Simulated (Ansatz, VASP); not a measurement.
**Two plane-wave programs on SiNi3**

File INCAR:

```
SYSTEM = SiNi3
ALGO = Normal ; EDIFF = 1E-6
ENCUT = 520 ; GGA = PS
ISIF = 2 ; ISMEAR = -1
ISPIN = 2 ; LASPH = .True.
LCHARG = .True. ; LELF = .True.
LMAXMIX = 4 ; LORBIT = 11
LREAL = .False. ; LVHAR = .True.
LWAVE = .False. ; MAGMOM = 1 1 1 0
NBANDS = 29 ; NELM = 150
NUPDOWN = 3.0 ; PREC = Accurate
SIGMA = 0.05
```

KPOINTS

```
k-points
0
Gamma
  10 10 10
  0 0 0
```

File POSCAR:

```
SiNi3
1.0
    1.2928041287      0.7464008117      7.6619893310
   -1.2928041287      0.7464008117      7.6619893310
    0.0000000000     -1.4928016234      7.6619893310
Ni Si
3 1
Direct
    0.2547330000      0.2547330000      0.2547330000
    0.5000000000      0.5000000000      0.5000000000
    0.7452670000      0.7452670000      0.7452670000
    0.0000000000      0.0000000000      0.0000000000
```

File input.yaml:

```yaml
crystal:
  lattice:
    - [1.2928041287, 0.7464008117, 7.661989331]
    - [-1.2928041287, 0.7464008117, 7.661989331]
    - [0.0, -1.4928016234, 7.661989331]
  atoms:
    - { symbol: Ni, position: [0.254733, 0.254733, 0.254733], spin: 1.0 }
    - { symbol: Ni, position: [0.5, 0.5, 0.5], spin: 1.0 }
    - { symbol: Ni, position: [0.745267, 0.745267, 0.745267], spin: 1.0 }
    - { symbol: Si, position: [0.0, 0.0, 0.0] }
hamiltonian:
  xc: pbesol
  pseudopotentials: { kind: paw }
magnetization:
  spin_polarized: true
  initial_magnetization: 3.0
  spin_locking: { lock_magnetization: hard }
kpoints:
  mp_grid: { grid: [10, 10, 10] }
scf:
  occupations: { method: fermi_dirac, width: 0.05 }
  lower_state_search: "off"
output:
  forces: true
  stress: true
  eigenvalues: true
```

Alike in both runs: task single point; functional PBEsol; k mesh 10 × 10 × 10; occupations fermi-dirac, width 0.05 eV; collinear spin; fixed moment 3 μB.

|  | VASP | Ansatz |
| --- | --- | --- |
| version | VASP 6.6.1 | Ansatz 0.2.0 |
| potentials or method | VASP PAW PBE potentials, release 64 (Ni, Si) | Ansatz PAW |
| plane-wave cutoff (eV) | 520 | 420 |
| valence electrons in the cell | 34 | 58 |

Ansatz gave:

| Quantity | Value |
| --- | --- |
| pressure (GPa) | -0.5 |
| traceless stress, the component that is largest in VASP (GPa) | 4.20 |
| rms of the force components (eV/Å) | 0.240 |
| net moment per atom (μB) | 0.75 |
| size of the moment on the site where the two differ most (μB) | 1.15 |

**Question.** Estimate VASP's values.

**Answer.** Pressure (GPa): -0.1; traceless stress, the component that is largest in VASP (GPa): 4.17; rms of the force components (eV/Å): 0.250; net moment per atom (μB): 0.75; size of the moment on the site where the two differ most (μB): 1.13.

VASP's potentials were made for PBE, not for PBEsol. Site moments also hang on the region over which each program counts them. Atom by atom the forces differ by 0.010 eV/Å (rms over components). VASP's potentials hold 34 valence electrons a cell and Ansatz's 58, so a difference there can come from the potentials and not from the codes.
